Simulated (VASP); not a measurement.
TiAl: single point with PBEsol

Crystal: TiAl.

```
Ti Al
1.0
     2.93300    0.00000    0.00000
    -1.46650    2.54005    0.00000
     0.00000    0.00000    4.86550
Ti Al
1 1
Direct
  0.00000 0.00000 0.00000
  0.33333 0.66667 0.50000
```

```json
{
 "Program": "VASP 6.6.1",
 "Task": "single point",
 "Functional": "PBEsol",
 "Potentials or basis": "VASP PAW PBE potentials, release 64 (Ti_sv, Al)",
 "Cutoff": "520 eV",
 "k mesh": "18 × 18 × 10",
 "Occupations": "gaussian, width 0.15 eV",
 "Spin": "no spin polarisation",
 "Dipole correction": "no",
 "Further INCAR settings": "ALGO = Fast; EDIFF = 1e-06; NBANDS = 14"
}
```

```
Pressure               : -10.2 GPa
Band gap on the k mesh : zero (an odd number of electrons rules out a gap without spin polarisation)
```

Stress tensor (GPa, compression positive):
```
 -8.82   0.00   0.00
  0.00  -8.82   0.00
  0.00   0.00 -12.94
```

Levels at points of the mesh, in eV from the Fermi level:
```
           k point  band 4  band 5  band 6  band 7  band 8  band 9  band 10  band 11
(0.00, 0.00, 0.00)  -32.53   -8.55   -2.29   -1.89    1.18    1.18     2.52     2.52
(0.50, 0.00, 0.00)  -32.64   -3.47   -2.75   -1.37   -0.90    1.94     3.60     3.60
(0.00, 0.00, 0.50)  -32.53   -7.78   -5.10   -0.46    1.19    1.19     2.47     2.47
(0.50, 0.00, 0.50)  -32.64   -3.41   -2.33   -1.69    0.43    0.87     1.77     2.49
```

It took 2.8 min on 1 thread of Intel(R) Xeon(R) Platinum 8259CL CPU @ 2.50GHz (Skylake/Cascade Lake), on a shared host, peak memory 0.24 GiB.

Caveat: the cell stands under tension; the PAW data sets were made with another functional, which shifts forces and pressure a little.
